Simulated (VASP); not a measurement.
A run of VASP 6.6.1 is set up as follows.

File INCAR:

```
SYSTEM = RbBr
PREC = Accurate ; ENCUT = 520
EDIFF = 1E-7 ; ISMEAR = 0
SIGMA = 0.05 ; LREAL = .False.
LASPH = .True. ; NELM = 100
ALGO = Normal ; ISIF = 2
LWAVE = .False. ; LCHARG = .True.
GGA = PS ; LELF = .True.
LVHAR = .True. ; NBANDS = 15
```

Contents of KPOINTS:

```
regular mesh
0
Gamma
  6 6 6
  0 0 0
```

POSCAR

```
RbBr
1.0
    4.1788423624      0.0000000000      0.0000000000
    0.0000000000      4.1788423624      0.0000000000
    0.0000000000      0.0000000000      4.0701688540
Rb Br
1 1
Direct
   -0.0595372219      0.0000000000      0.0000000000
    0.5636828616      0.5000000000      0.5000000000
```

Potentials or basis: VASP PAW PBE potentials, release 64 (Rb_sv, Br).

Command:

```console
$ cat potpaw_PBE.64/Rb_sv/POTCAR potpaw_PBE.64/Br/POTCAR > POTCAR
$ mpirun -np 1 vasp_std > vasp.out
```

(1) Estimate the largest force.

(2) What does it give for the band gap on the k mesh?

(3) What does it give for the pressure?

Results:

(1) 0.347 eV/Å.

(2) 3.94 eV, indirect (least direct gap 3.99 eV).

(3) 0.5 GPa.

Caveat: the PAW data sets were made with another functional, which shifts forces and pressure a little.
